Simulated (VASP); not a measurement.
Input of a VASP 6.6.1 run:

POSCAR

```
Ti
1.0
    2.7729979888      0.0000000000      0.0000000000
   -1.3864989944      2.4014867029      0.0000000000
    0.0000000000      0.0000000000      4.6860000000
Ti
2
Direct
    0.3333333333      0.6666666667      0.2500000000
    0.6666666667      0.3333333333      0.7500000000
```

INCAR.step1

```
SYSTEM = Ti
PREC = Accurate ; ENCUT = 520
ISMEAR = 0 ; SIGMA = 0.15
LREAL = .False. ; LASPH = .True.
NELM = 80 ; NBANDS = 19
GGA = PE ; ALGO = Normal
EDIFF = 1E-4 ; LWAVE = .True.
LCHARG = .False.
```

Contents of INCAR.step2:

```
SYSTEM = Ti
PREC = Accurate ; ENCUT = 520
EDIFF = 1E-6 ; ISMEAR = 0
SIGMA = 0.15 ; LREAL = .False.
LASPH = .True. ; NELM = 80
ALGO = Normal ; ISIF = 2
LWAVE = .False. ; LCHARG = .False.
METAGGA = R2SCAN ; LMIXTAU = .True.
NBANDS = 19 ; ISTART = 1
```

File KPOINTS:

```
regular mesh
0
Gamma
  18 18 10
  0 0 0
```

Potentials or basis: VASP PAW PBE potentials, release 64 (Ti_sv).

Launch:

```console
$ cat potpaw_PBE.64/Ti_sv/POTCAR > POTCAR
$ cp INCAR.step1 INCAR
$ mpirun -np 1 vasp_std > vasp.out
$ cp INCAR.step2 INCAR
$ mpirun -np 1 vasp_std > vasp.out
```

Estimate the pressure.

15.0 GPa.

Estimate the band gap on the k mesh.

zero (bands 12 and 13 overlap by 1.01 eV).

Stress tensor (GPa, compression positive):
```
18.07  0.00  0.00
 0.00 18.07  0.00
 0.00  0.00  8.76
```

Caveat: the cell differs from its parent crystal (strain -0.0600 x Voigt [1, 1, 0, 0, 0, 0]); the stress differs along the axes, from 9 to 18 GPa; the PAW data sets were made with another functional, which shifts forces and pressure a little.
